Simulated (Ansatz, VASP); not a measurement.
Two plane-wave programs on Sn

Contents of INCAR:

```
ALGO = Normal
EDIFF = 1E-7
EDIFFG = -0.005
ENCUT = 600
GGA = PE
IBRION = 2
ISIF = 3
ISMEAR = -1
LASPH = T
LCHARG = F
LREAL = F
LWAVE = F
NELM = 80
NSW = 60
PREC = Accurate
SIGMA = 0.1
```

KPOINTS

```
k-points
0
Gamma
  12 12 3
```

File POSCAR:

```
Sn
1.0
    3.4140353215      0.0000000000      0.0000000000
   -1.7070176608      2.9566413178      0.0000000000
    0.0000000000      0.0000000000     11.0956147949
Sn
4
Direct
    0.0000000000      0.0000000000      0.0000000000
    0.0000000000      0.0000000000      0.5000000000
    0.3333333333      0.6666666667      0.2500000000
    0.6666666667      0.3333333333      0.7500000000
```

Input for Ansatz:

```yaml
crystal:
  lattice:
    - [3.4140353215, 0.0, 0.0]
    - [-1.7070176608, 2.9566413178, 0.0]
    - [0.0, 0.0, 11.0956147949]
  atoms:
    - { symbol: Sn, position: [0.0, 0.0, 0.0] }
    - { symbol: Sn, position: [0.0, 0.0, 0.5] }
    - { symbol: Sn, position: [0.3333333333, 0.6666666667, 0.25] }
    - { symbol: Sn, position: [0.6666666667, 0.3333333333, 0.75] }
kpoints:
  mp_grid: { grid: [12, 12, 3] }
scf:
  occupations: { method: fermi_dirac, width: 0.1 }
hamiltonian:
  xc: pbe
  pseudopotentials: { kind: paw }
output:
  forces: true
  stress: true
relax:
  f_tol: 0.005
  max_steps: 40
  cell: {}
```

Alike in both runs: task relaxation of cell and atoms; functional PBE; k mesh 12 × 12 × 3; occupations fermi-dirac, width 0.1 eV; no spin polarisation.

|  | VASP | Ansatz |
| --- | --- | --- |
| version | VASP 6.6.1 | Ansatz 0.2.0 |
| potentials or method | VASP PAW PBE potentials, release 64 (Sn_d) | PAW with Ansatz's default frozen-core files, scalar-relativistic |
| plane-wave cutoff (eV) | 600 | 420 |
| valence electrons in the cell | 56 | 56 |

VASP gave:

- relaxed volume (Å³/atom): 27.92
- relaxed length of the cell vector where the two differ most in proportion (Å): 11.083

Problem. Estimate Ansatz's values.

Solution. Relaxed volume (Å³/atom): 27.91; relaxed length of the cell vector where the two differ most in proportion (Å): 11.081.
